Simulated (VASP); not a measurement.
Input of a VASP 6.6.1 run:

Contents of INCAR:

```
PREC = Accurate ; ENCUT = 520
EDIFF = 1E-6 ; ISMEAR = 0
SIGMA = 0.01 ; LREAL = False
LASPH = True ; NELM = 80
ALGO = Normal ; ISIF = 2
LWAVE = False ; LCHARG = False
GGA = PS ; NBANDS = 33
```

KPOINTS

```
Automatic mesh
0
Gamma
  8 6 4
```

Contents of POSCAR:

```
TiNCl
1.0
    3.2487092732      0.0000000000      0.0000000000
    0.0000000000      3.9257729922      0.0000000000
    0.0000000000      0.0000000000      7.7807484526
Ti N Cl
2 2 2
Direct
    0.0000000000      0.5000000000      0.0968820343
    0.5000000000      0.0000000000      0.9031179657
    0.5000000000      0.5000000000      0.9500713217
    0.0000000000      0.0000000000      0.0499286783
    0.5000000000      0.5000000000      0.3300283088
    0.0000000000      0.0000000000      0.6699716912
```

Potentials or basis: VASP PAW PBE potentials, release 64 (Ti_sv, N, Cl).

Command:

```bash
$ cat potpaw_PBE.64/Ti_sv/POTCAR potpaw_PBE.64/N/POTCAR potpaw_PBE.64/Cl/POTCAR > POTCAR
$ mpirun -np 1 vasp_std > vasp.out
```

Task: Estimate the largest force.

Result: 0.033 eV/Å.

Task: What does it give for the pressure?

Result: 0.1 GPa.

Forces in eV/Å, atoms in the order of the input:
```
Ti   0.000  0.000  0.033
Ti   0.000  0.000 -0.033
N    0.000  0.000  0.017
N    0.000  0.000 -0.017
Cl   0.000  0.000  0.015
Cl   0.000  0.000 -0.015
```

Caveat: the PAW data sets were made with another functional, which shifts forces and pressure a little.
